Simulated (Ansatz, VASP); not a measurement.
**One calculation of Cu, two programs**

The input INCAR:

```
SYSTEM = Cu
  ALGO = Normal
  EDIFF = 1E-6
  ENCUT = 520
  ISIF = 2
  ISMEAR = -1
  LASPH = .TRUE.
  LCHARG = .FALSE.
  LREAL = .FALSE.
  LWAVE = .FALSE.
  NBANDS = 12
  NELM = 60
  PREC = Accurate
  SIGMA = 0.1
```

File KPOINTS:

```
k-points
0
G
  9 9 9
  0 0 0
```

The input POSCAR:

```
Cu
1.0
    0.0000000000      1.7588202533      1.7588202533
    1.7588202533      0.0000000000      1.7588202533
    1.7588202533      1.7588202533      0.0000000000
Cu
1
Direct
    0.0000000000      0.0000000000      0.0000000000
```

Input for Ansatz:

```yaml
crystal:
  lattice:
    - [0.0, 1.7588202533, 1.7588202533]
    - [1.7588202533, 0.0, 1.7588202533]
    - [1.7588202533, 1.7588202533, 0.0]
  atoms:
    - { symbol: Cu, position: [0.0, 0.0, 0.0] }
hamiltonian:
  xc: lda
  pseudopotentials:
    kind: paw
    azcp:
      Cu: "pseudopotentials/Cu.paw.azcp"
basis:
  ecutwfc: 420
  fft_grid_basis: typed
kpoints:
  mp_grid: { grid: [9, 9, 9], shift: [0, 0, 0] }
magnetization:
  spin_polarized: false
scf:
  occupations: { method: fermi_dirac, width: 0.1 }
  lower_state_search: "off"
output:
  stress: true
  write_density: true
  write_potential: true
  elf: true
  volumetric_format: npy
```

Alike in both runs: task single point; functional LDA; k mesh 9 × 9 × 9; occupations fermi-dirac, width 0.1 eV; no spin polarisation.

|  | VASP | Ansatz |
| --- | --- | --- |
| version | VASP 6.6.1 | Ansatz 0.2.0 |
| potentials or method | VASP PAW LDA potentials, release 64 (Cu), cutoff 520 eV | plane waves (420 eV) with PAW, scalar-relativistic |
| valence electrons in the cell | 11 | 19 |

Ansatz gave:

```
pressure (GPa) : 0.1
```

Task: Which values does VASP return?

Result: Pressure (GPa): 0.9.

Ansatz warns that its potentials were made for another functional, while VASP's fit it. LDA's correlation is that of Perdew and Zunger in VASP and of Perdew and Wang (1992) in Ansatz. VASP's potentials hold 11 valence electrons a cell and Ansatz's 19, so a difference there can come from the potentials and not from the codes.
